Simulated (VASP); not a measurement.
SiNi:

```
Ni Si
1.0
     4.50369    0.00000    0.00000
     0.00000    4.50369    0.00000
     0.00000    0.00000    4.50369
Ni Si
4 4
Direct
  0.14950 0.14950 0.14950
  0.64950 0.35050 0.85050
  0.85050 0.64950 0.35050
  0.35050 0.85050 0.64950
  0.84683 0.84683 0.84683
  0.34683 0.65317 0.15317
  0.15317 0.34683 0.65317
  0.65317 0.15317 0.34683
```

Base run:

| Item | Value |
| --- | --- |
| Program | VASP 6.6.1 |
| Functional | PBEsol |
| Potentials or basis | VASP PAW PBE potentials, release 64 (Ni, Si) |
| Cutoff | 520 eV |
| k mesh | 6 × 6 × 6 |
| Occupations | fermi-dirac, width 0.05 eV |
| Spin | collinear spin, ferromagnetic start |
| Starting moments | [1.0, 1.0, 1.0, 1.0, 0.0, 0.0, 0.0, 0.0] μB |
| Hubbard terms | Ni d U = 8.0 eV |

Its results: band gap on the k mesh zero (filled and empty bands overlap); pressure -19.2 GPa; net moment 0.00 μB per cell; largest force 0.246 eV/Å.

Problem. After a change of settings the same cell gave: band gap on the k mesh zero (filled and empty bands overlap); pressure -15.2 GPa; net moment 0.00 μB per cell; largest force 0.198 eV/Å. Which change was it?
A. hubbard terms from Ni d U = 8.0 eV to Ni d U = 6.0 eV
B. hubbard terms from Ni d U = 8.0 eV to Ni d U = 3.0 eV; further incar settings from ALGO = Normal; EDIFF = 1e-07; NBANDS = 42 to ALGO = Normal; EDIFF = 1e-06; NBANDS = 42
C. hubbard terms from Ni d U = 8.0 eV to Ni d U = 5.0 eV

Solution. A.

Caveats: the PAW data sets were made with another functional, which shifts forces and pressure a little; the U is typed as a test and isn't derived for this compound.
